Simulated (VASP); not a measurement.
# AgCl (C2/m) in VASP: relaxation of cell and atoms with PBE

Aim: the relaxation of cell and atoms of AgCl with PBE.

Everything below comes from runs of VASP 6.6.1. Logs are shortened: lines on timing, memory, paths and dates and some standing lists are left out, and cuts for length are marked.

## (1) The cell of the first run

It takes space group C2/m (No. 12, monoclinic). Conventional cell: a = 7.809 Å, b = 4.548 Å, c = 5.923 Å, α = 90.00°, β = 90.39°, γ = 90.00°. Within 3.4 Å of Ag (site symmetry m) lie 5 Cl at 2.61 to 2.97 Å. Within 3.4 Å of Cl (site symmetry m) lie 5 Ag at 2.61 to 2.97 Å.

## (2) Relaxation of cell and atoms, PBE

File INCAR:

```
SYSTEM = AgCl
PREC     = Accurate       ! precision mode
ENCUT    = 600            ! plane-wave cutoff, eV
EDIFF    = 1E-7           ! SCF threshold, eV
ISMEAR   = 0              ! smearing method
SIGMA    = 0.02           ! smearing width, eV
LREAL    = .False.        ! projectors in reciprocal space
LASPH    = .True.         ! aspherical terms in the spheres
NELM     = 100            ! most SCF steps
ALGO     = Normal         ! electronic algorithm
ISIF     = 3              ! what is computed and relaxed
LWAVE    = .False.        ! write WAVECAR
LCHARG   = .False.        ! write CHGCAR
GGA      = PE             ! functional
IBRION   = 2              ! ionic algorithm
NSW      = 100            ! ionic steps
EDIFFG   = -0.01          ! ionic threshold
```

File KPOINTS:

```
Automatic mesh
0
Gamma
  8 8 6
  0 0 0
```

File POSCAR:

```
AgCl
1.0
    3.9045027577     -2.2737654757      0.0000000000
    3.9045027577      2.2737654757      0.0000000000
   -0.0405867874      0.0000000000      5.9231917921
Ag Cl
2 2
Direct
    0.1667199472      0.1667199472      0.7494651114
    0.8332800528      0.8332800528      0.2505348886
    0.8315279205      0.8315279205      0.7484024045
    0.1684720795      0.1684720795      0.2515975955
```

Potentials or basis: VASP PAW PBE potentials, release 64 (Ag, Cl).

The run is started by

```sh
$ cat potpaw_PBE.64/Ag/POTCAR potpaw_PBE.64/Cl/POTCAR > POTCAR
$ mpirun -np 1 vasp_std > vasp.out
```

OUTCAR:

```text
SYSTEM = AgCl
   PREC = Accurate
   ENCUT = 600
   EDIFF = 1E-7
   ISMEAR = 0
   LREAL = .False.
   LASPH = .True.
   NELM = 100
   ISIF = 3
   GGA = PE
   IBRION = 2
   NSW = 100
   EDIFFG = -0.01

 ion  position               nearest neighbor table
   1  0.167  0.167  0.749-   3 2.61   3 2.61   3 2.62   4 2.95   4 2.97
   2  0.833  0.833  0.251-   4 2.61   4 2.61   4 2.62   3 2.95   3 2.97
   3  0.832  0.832  0.748-   1 2.61   1 2.61   1 2.62   2 2.95   2 2.97
   4  0.168  0.168  0.252-   2 2.61   2 2.61   2 2.62   1 2.95   1 2.97

  LATTYP: Found a base centered monoclinic cell.
 ALAT       =     7.8090055154
 B/A-ratio  =     0.5823444410
 C/A-ratio  =     0.7585256321
 COS(beta)  =    -0.0068520210

  Lattice vectors:

 A1 = (   3.9045027577,  -2.2737654757,   0.0000000000)
 A2 = (   3.9045027577,   2.2737654757,   0.0000000000)
 A3 = (  -0.0405867874,   0.0000000000,   5.9231917921)

Analysis of symmetry for initial positions (statically):
=====================================================================
 Subroutine PRICEL returns:
 Original cell was already a primitive cell.

 Routine SETGRP: Setting up the symmetry group for a
 base centered monoclinic supercell.

 Subroutine GETGRP returns: Found  4 space group operations
 (whereof  4 operations were pure point group operations)
 out of a pool of  4 trial point group operations.

The static configuration has the point symmetry C_2h.

Analysis of symmetry for dynamics (positions and initial velocities):
=====================================================================
 Subroutine PRICEL returns:
 Original cell was already a primitive cell.

 Routine SETGRP: Setting up the symmetry group for a
 base centered monoclinic supercell.

 Subroutine GETGRP returns: Found  4 space group operations
 (whereof  4 operations were pure point group operations)
 out of a pool of  4 trial point group operations.

The dynamic configuration has the point symmetry C_2h.

 Subroutine INISYM returns: Found  4 space group operations
 (whereof  4 operations are pure point group operations),
 and found     1 'primitive' translations

----------------------------------------------------------------------------------------

                                     Primitive cell

  volume of cell :     105.1713

  direct lattice vectors                    reciprocal lattice vectors
     3.904502758 -2.273765476  0.000000000     0.128057279 -0.219899548  0.000877472
     3.904502758  2.273765476  0.000000000     0.128057279  0.219899548  0.000877472
    -0.040586787  0.000000000  5.923191792     0.000000000  0.000000000  0.168827895

  length of vectors
     4.518312874  4.518312874  5.923330844     0.254470525  0.254470525  0.168827895

  position of ions in fractional coordinates (direct lattice)
     0.166719947  0.166719947  0.749465111
     0.833280053  0.833280053  0.250534889
     0.831527921  0.831527921  0.748402404
     0.168472079  0.168472079  0.251597596

  ion indices of the primitive-cell ions
   primitive index   ion index
                 1           1
                 2           2
                 3           3
                 4           4

----------------------------------------------------------------------------------------

 KPOINTS: Automatic mesh

Automatic generation of k-mesh.
 Grid dimensions read from file:
 generate k-points for:    8    8    6

 Generating k-lattice:

  Cartesian coordinates                     Fractional coordinates (reciprocal lattice)
     0.016007160 -0.027487443  0.000109684     0.125000000  0.000000000  0.000000000
     0.016007160  0.027487443  0.000109684     0.000000000  0.125000000  0.000000000
     0.000000000  0.000000000  0.028137982     0.000000000  0.000000000  0.166666667

  Length of vectors
     0.031808816  0.031808816  0.028137982

  Shift w.r.t. Gamma in fractional coordinates (k-lattice)
     0.000000000  0.000000000  0.000000000

 Subroutine IBZKPT returns following result:
 ===========================================

 Found    114 irreducible k-points:

 Following reciprocal coordinates:
            Coordinates               Weight
  0.000000  0.000000  0.000000      1.000000
  0.125000  0.000000  0.000000      4.000000
  0.250000  0.000000  0.000000      4.000000
  0.375000 -0.000000  0.000000      4.000000
  0.500000  0.000000  0.000000      2.000000
  0.125000  0.125000  0.000000      2.000000
[... 16 lines left out ...]
  0.125000  0.000000  0.166667      4.000000
  0.250000  0.000000  0.166667      4.000000
 [... further k-points ...]
   k-points           NKPTS =    114   k-points in BZ     NKDIM =    114   number of bands    NBANDS=     22
   number of dos      NEDOS =    301   number of ions     NIONS =      4
   total plane-waves  NPLWV =  62208
   dimension x,y,z NGX =    36 NGY =   36 NGZ =   48
   dimension x,y,z NGXF=    72 NGYF=   72 NGZF=   96
   ions per type =               2   2
   NGX,Y,Z   is equivalent  to a cutoff of  13.25, 13.25, 13.47 a.u.
   NGXF,Y,Z  is equivalent  to a cutoff of  26.49, 26.49, 26.94 a.u.
 SYSTEM =  AgCl
   PREC   = accura    normal or accurate (medium, high low for compatibility)
   ISTART =      0    job   : 0-new  1-cont  2-samecut
   ICHARG =      2    charge: 1-file 2-atom 10-const
   ISPIN  =      1    spin polarized calculation?
   LNONCOLLINEAR =      F non collinear calculations
   LSORBIT =      F    spin-orbit coupling
   LASPH  =      T    aspherical Exc in radial PAW
   ENCUT  =  600.0 eV  44.10 Ry    6.64 a.u.   9.02  9.02 11.83*2*pi/ulx,y,z
   NELM   =    100;   NELMIN=  2; NELMDL= -5     # of ELM steps
   EDIFF  = 0.1E-06   stopping-criterion for ELM
   LREAL  =      F    real-space projection
   EDIFFG = -.1E-01   stopping-criterion for IOM
   NSW    =    100    number of steps for IOM
   IBRION =      2    ionic relax: 0-MD 1-quasi-New 2-CG
   NFREE  =      1    steps in history (QN), initial steepest desc. (CG)
   ISIF   =      3    stress and relaxation
   ISYM   =      2    0-nonsym 1-usesym 2-fastsym
   POTIM  = 0.5000    time-step for ionic-motion
   TEBEG  =    0.0;   TEEND  =   0.0 temperature during run
   PSTRESS=    0.0 pullay stress
   NELECT =      36.0000    total number of electrons
   NUPDOWN=      -1.0000    fix difference up-down
   EMIN   =  10.00;   EMAX   =-10.00  energy-range for DOS
   EFERMI =   0.00;   METHOD = LEGACY
   ISMEAR =     0;   SIGMA  =   0.02  broadening in eV -4-tet -1-fermi 0-gaus
   EFERMI_NEDOS =   21; number of points for ismear=-14 and -15
   IALGO  =     38    algorithm
   IMIX   =      4    mixing-type and parameters
     AMIX     =   0.40;   BMIX     =  1.00
     AMIX_MAG =   1.60;   BMIX_MAG =  1.00
  volume/ion in A,a.u.               =      26.29       177.43
  Fermi-wavevector in a.u.,A,eV,Ry     =   1.145188  2.164091 17.843421  1.311454
  Thomas-Fermi vector in A             =   2.281877
   LORBIT       =      0    0 simple, 1 ext, 2 COOP (PROOUT), +10 PAW based schemes
   GGA     = PE    functional components
   LHFCALC =     F    Hartree Fock is set to
   AEXX    =    0.0000 exact exchange contribution
   IVDW    =     0    specifies the selected vdW correction
   LEPSILON=     F    determine dielectric tensor
   LRPA    =     F    only Hartree local field effects (RPA)
 conjugate gradient relaxation of ions
 non-spin polarized calculation
 Gauss-broadening in eV      SIGMA  =   0.02
  energy-cutoff  :      600.00
  volume of cell :      105.17
 maximum number of plane-waves:      3531
   NGX = 19   NGY = 19   NGZ = 23

--------------------------------------- Ionic step        1  -------------------------------------------

 number of electron      35.9999996 magnetization

 Free energy of the ion-electron system (eV)
  ---------------------------------------------------
  ext. energy  EPLUGINS =         0.00000000
  ---------------------------------------------------
  free energy    TOTEN  =       -10.86090863 eV

  energy without entropy =      -10.86090863  energy(sigma->0) =      -10.86090863

------------------------ aborting loop because EDIFF is reached ----------------------------------------

  FORCE on cell =-STRESS in cart. coord.  units (eV):
  Direction    XX          YY          ZZ          XY          YZ          ZX
  --------------------------------------------------------------------------------------
  -------------------------------------------------------------------------------------
  Total       -0.0875668     -0.1016391      0.0381313      0.0000000      0.0000000      0.0174630
  in kB       -1.3339914     -1.5483686      0.5808913      0.0000000      0.0000000      0.2660313
  external PRESSURE =      -0.7671562 kB  Pullay stress =       0.0000000 kB
[... 137 lines left out ...]
  energy  without entropy=      -10.8615298519  energy(sigma->0) =      -10.86152985

--------------------------------------- Ionic step        5  -------------------------------------------

 number of electron      35.9999994 magnetization

 Free energy of the ion-electron system (eV)
  ---------------------------------------------------
  ext. energy  EPLUGINS =         0.00000000
  ---------------------------------------------------
  free energy    TOTEN  =       -10.86180771 eV

  energy without entropy =      -10.86180771  energy(sigma->0) =      -10.86180771

 E-fermi :   1.9365     XC(G=0):  -8.6612

 val. band max:        1.7972623358   @ k =   0.0000   0.0000   0.0000
 cond. band min:       3.1238398891   @ k =   0.0000   0.0000   0.0000
 fundamental gap:      1.3265775532
 Fermi energy:         1.9364920072

 k-point     1 :       0.0000    0.0000    0.0000
  band No.  band energies     occupation
      1     -12.8861      2.00000
      2     -12.5765      2.00000
      3      -2.2951      2.00000
      4      -2.2802      2.00000
      5      -2.1160      2.00000
      6      -2.1154      2.00000
[... 574 lines left out ...]
      6      -1.8755      2.00000
[... 14 lines left out ...]
     21       8.3258      0.00000
     22       8.7166      0.00000

 [... further k-points ...]
[... 5 lines left out ...]
  --------------------------------------------------------------------------------------
  -------------------------------------------------------------------------------------
  Total        0.0032954     -0.0188681      0.0236873      0.0000000      0.0000000      0.0087236
  in kB        0.0502151     -0.2875125      0.3609476      0.0000000      0.0000000      0.1329299
  external PRESSURE =       0.0412167 kB  Pullay stress =       0.0000000 kB
[... 19 lines left out ...]
  FREE ENERGIE OF THE ION-ELECTRON SYSTEM (eV)
  ---------------------------------------------------
  free  energy   TOTEN  =       -10.8618077130 eV

  energy  without entropy=      -10.8618077130  energy(sigma->0) =      -10.86180771

 reached required accuracy - stopping structural energy minimisation
```

Wall time 17 min (1 thread of Intel Xeon 8259CL, shared host); peak memory 0.46 GiB.

Results:

* Free energy: -10.8618 eV
* Relaxed volume: 26.29 Å³/atom
* Relaxed cell: a = 4.504 Å, b = 4.504 Å, c = 5.963 Å, α = 90.18°, β = 90.18°, γ = 60.35°
* Space group after relaxing (to 0.1 Å): P6_3/mmc (No. 194)
* Energy gained by relaxing: 0.2 meV/atom
* Ionic steps: 5
* Pressure after relaxing: 0.0 GPa
* Largest force after relaxing: 0.004 eV/Å
* Band gap on the k mesh: 1.33 eV

Forces on the atoms (eV/Å):
```
Ag  -0.001  0.000  0.001
Ag   0.001  0.000 -0.001
Cl   0.003  0.000  0.003
Cl  -0.003  0.000 -0.003
```

The path:
```tsv
step	energy change (eV)	largest force (eV/Å)	pressure (GPa)	volume (Å³)
1	0.0000	0.0260	-0.08	105.17
2	-0.0003	0.0228	0.00	104.98
3	-0.0004	0.0185	0.09	104.73
4	-0.0006	0.0135	0.06	104.86
5	-0.0009	0.0042	0.00	105.14
```

Final structure:
```yaml
crystal:
  lattice:
    - [3.89403, -2.26421, 0.00614]
    - [3.89403, 2.26421, 0.00614]
    - [-0.03115, 0.00000, 5.96255]
  atoms:
    - { symbol: Ag, position: [0.16658, 0.16658, 0.74992] }
    - { symbol: Ag, position: [0.83342, 0.83342, 0.25008] }
    - { symbol: Cl, position: [0.83182, 0.83182, 0.74985] }
    - { symbol: Cl, position: [0.16818, 0.16818, 0.25015] }
```

A k mesh can miss the band edges.
